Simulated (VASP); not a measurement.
Wanted: the native input for a VASP 6.6.1 run.

```yaml
Task: single point
Functional: PBE
Potentials_or_basis: VASP PAW PBE potentials, release 64 (Br)
Cutoff: 520 eV
k_mesh: 8 × 8 × 4
Occupations: fermi-dirac, width 0.05 eV
Spin: no spin polarisation
Dipole_correction: no
Further_INCAR_settings: ALGO = Normal; EDIFF = 1e-06; NBANDS = 22
```

The structure of Br lies in POSCAR:

```
Br
1.0
    3.3350000000     -2.2400000000      0.0000000000
    3.3350000000      2.2400000000      0.0000000000
    0.0000000000      0.0000000000      8.7200000000
Br
4
Direct
    0.1338142958      0.8661857042      0.1172022531
    0.6338142958      0.3661857042      0.3827977469
    0.8661857042      0.1338142958      0.8827977469
    0.3661857042      0.6338142958      0.6172022531
```

One way to write it, as run:

INCAR

```
PREC = Accurate ; ENCUT = 520
EDIFF = 1E-6 ; ISMEAR = -1
SIGMA = 0.05 ; LREAL = F
LASPH = T ; NELM = 80
ALGO = Normal ; ISIF = 2
LWAVE = F ; LCHARG = F
GGA = PE ; NBANDS = 22
```

KPOINTS

```
regular mesh
0
Gamma
  8 8 4
```

Potentials or basis: VASP PAW PBE potentials, release 64 (Br).

Run with:

```bash
$ cat potpaw_PBE.64/Br/POTCAR > POTCAR
$ mpirun -np 1 vasp_std > vasp.out
```

Results of the run:

```json
{"Pressure": "0.5 GPa", "Largest force": "0.029 eV/Å", "Band gap on the k mesh": "1.51 eV"}
```

Caveat: this functional lacks dispersion, which holds the molecules together, so the pressure and a relaxed volume are unreliable.

It took 3.4 min on 1 thread of Intel Xeon 8259CL, with other jobs on the host, peak memory 0.3 GiB.
